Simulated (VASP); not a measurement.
Wanted: the native input for a VASP 6.6.1 run.

- Task: dielectric tensor
- Functional: PBE
- Potentials or basis: VASP PAW PBE potentials, release 64 (Tl_d, Br)
- Cutoff: 400 eV
- k mesh: 6 × 6 × 6
- Occupations: gaussian, width 0.01 eV
- Spin: no spin polarisation
- Dipole correction: no
- Further INCAR settings: ALGO = Normal; EDIFF = 1e-08

The structure of TlBr lies in POSCAR:

```
TlBr
1.0
    3.9451847160      0.0000000000      0.0000000000
    0.0000000000      3.9451847160      0.0000000000
    0.0000000000      0.0000000000      3.9451847160
Tl Br
1 1
Direct
    0.0000000000      0.0000000000      0.0000000000
    0.5000000000      0.5000000000      0.5000000000
```

These files were run (other wordings do the same):

INCAR

```
PREC = Accurate ; ENCUT = 400
EDIFF = 1E-8 ; ISMEAR = 0
SIGMA = 0.01 ; LREAL = F
LASPH = T ; NELM = 120
ALGO = Normal ; ISIF = 2
LWAVE = F ; LCHARG = F
GGA = PE ; LEPSILON = T
GGA_COMPAT = F
```

KPOINTS

```
Automatic mesh
0
Gamma
  6 6 6
```

Potentials or basis: VASP PAW PBE potentials, release 64 (Tl_d, Br).

The run is started by

```sh
$ cat potpaw_PBE.64/Tl_d/POTCAR potpaw_PBE.64/Br/POTCAR > POTCAR
$ mpirun -np 1 vasp_std > vasp.out
```

Results of the run:

* Band gap on the k mesh: 1.79 eV
* Electronic dielectric tensor (diagonal): 6.40
* Born charges (mean of the diagonal): Tl +2.13; Br -2.13 e

Caveat: spin-orbit coupling is left out, which moves the levels of the heavy elements.

Run time: 84 s on 1 thread of Intel(R) Xeon(R) Platinum 8488C (Sapphire Rapids), on a shared host, peak memory 0.21 GiB.
